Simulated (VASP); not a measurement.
**Hg: single point with BLYP**

Hg:

```
CELL_PARAMETERS angstrom
-4.74894 4.75320 2.55314
4.75320 -4.74894 2.55314
4.75119 4.75119 -2.54533
ATOMIC_POSITIONS crystal
Hg 0.00016 0.99984 0.00000
Hg 0.74984 0.25016 0.50000
```

```json
{
  "Program": "VASP 6.6.1",
  "Task": "single point",
  "Functional": "BLYP",
  "Potentials or basis": "VASP PAW PBE potentials, release 64 (Hg)",
  "Cutoff": "520 eV",
  "k mesh": "8 × 8 × 5",
  "Occupations": "fermi-dirac, width 0.1 eV",
  "Spin": "no spin polarisation"
}
```

- Pressure: 0.0 GPa
- Band gap on the k mesh: 4.16 eV (least direct gap 4.44 eV)

Levels at points of the mesh, in eV from the valence-band top:
```
           k point  band 8  band 9  band 10  band 11  band 12  band 13  band 14  band 15  band 16  band 17
(0.00, 0.00, 0.00)   -3.33   -3.32    -3.30    -0.91    -0.11     4.82     4.82     6.96     6.96     7.09
(0.50, 0.00, 0.00)   -3.32   -3.31    -3.31    -0.39    -0.10     4.36     4.91     5.09     6.01     6.33
(0.50, 0.50, 0.00)   -3.32   -3.32    -3.32    -0.54    -0.54     5.23     5.24     5.58     5.59     7.05
```

It took 6.1 min on 1 thread of Intel(R) Xeon(R) Platinum 8488C (Sapphire Rapids), on a shared host, peak memory 0.6 GiB.

Caveat: the atoms stand far beyond bonding distance; the PAW data sets were made with another functional, which shifts forces and pressure a little; spin-orbit coupling is left out, which moves the levels of the heavy elements. A k mesh can miss the band edges.
